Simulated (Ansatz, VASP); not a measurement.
## GaN: VASP beside Ansatz

The input INCAR:

```
  PREC = Accurate
  ENCUT = 520
  EDIFF = 1E-6
  ISMEAR = 0
  SIGMA = 0.05
  LREAL = F
  LASPH = T
  NELM = 80
  ALGO = Normal
  ISIF = 2
  LWAVE = F
  LCHARG = F
  GGA = PE
  NBANDS = 46
```

The input KPOINTS:

```
regular mesh
0
Gamma
  8 6 6
```

Contents of POSCAR:

```
GaN
1.0
   -3.2185392732      0.0000000000      0.0000000000
    0.0000000000      0.0000000000     -5.2433778863
    0.0000000001     -5.5746735474      0.0000000000
Ga N
4 4
Direct
    0.5000000000      0.0071433922      0.1747045183
    0.0000000000      0.0005909643      0.6586243759
    0.0000000000      0.5005909643      0.3413756241
    0.5000000000      0.5071433922      0.8252954817
    0.5000000000      0.6077626174      0.1680117330
    0.0000000000      0.6106062922      0.6652934645
    0.0000000000      0.1106062922      0.3347065355
    0.5000000000      0.1077626174      0.8319882670
```

Input for Ansatz:

```yaml
crystal:
  lattice:
    - [-3.2185392732, 0.0, 0.0]
    - [0.0, 0.0, -5.2433778863]
    - [1.0e-10, -5.5746735474, 0.0]
  atoms:
    - { symbol: Ga, position: [0.5, 0.0071433922, 0.1747045183] }
    - { symbol: Ga, position: [0.0, 0.0005909643, 0.6586243759] }
    - { symbol: Ga, position: [0.0, 0.5005909643, 0.3413756241] }
    - { symbol: Ga, position: [0.5, 0.5071433922, 0.8252954817] }
    - { symbol: "N", position: [0.5, 0.6077626174, 0.168011733] }
    - { symbol: "N", position: [0.0, 0.6106062922, 0.6652934645] }
    - { symbol: "N", position: [0.0, 0.1106062922, 0.3347065355] }
    - { symbol: "N", position: [0.5, 0.1077626174, 0.831988267] }
basis:
  ecutwfc: 520.0
kpoints:
  mp_grid: { grid: [8, 6, 6] }
hamiltonian:
  xc: pbe
  pseudopotentials: { kind: paw, azcp: { folder: soft_1 } }
scf:
  occupations: { method: gaussian, width: 0.05 }
output:
  forces: true
  stress: true
  eigenvalues: true
```

Change from the starting cell: mode 11 frozen in at -0.048 Å and mode 13 at +0.078 Å (largest displacements).

Alike in both runs: task single point; functional PBE; k mesh 8 × 6 × 6; occupations gaussian, width 0.05 eV; no spin polarisation.

|  | VASP | Ansatz |
| --- | --- | --- |
| version | VASP 6.6.1 | Ansatz 0.2.0 |
| potentials or method | VASP PAW PBE potentials, release 64 (Ga_d, N), cutoff 520 eV | scalar-relativistic, plane waves, PAW |
| valence electrons in the cell | 72 | 72 |

|  | VASP | Ansatz | Ansatz less VASP |
| --- | --- | --- | --- |
| gap on the k mesh at the Fermi level (eV) | 1.58 | 1.58 | 0.000 |
| least direct gap on the mesh (eV) | 1.58 | 1.58 | 0.000 |
| pressure (GPa) | 1.1 | 1.1 | -0.01 |
| traceless stress, the component that is largest in VASP (GPa) | -4.42 | -4.53 | -0.108 |
| rms of the force components (eV/Å) | 0.670 | 0.675 | +0.0047 |

Atom by atom the forces differ by 0.006 eV/Å (rms over components).
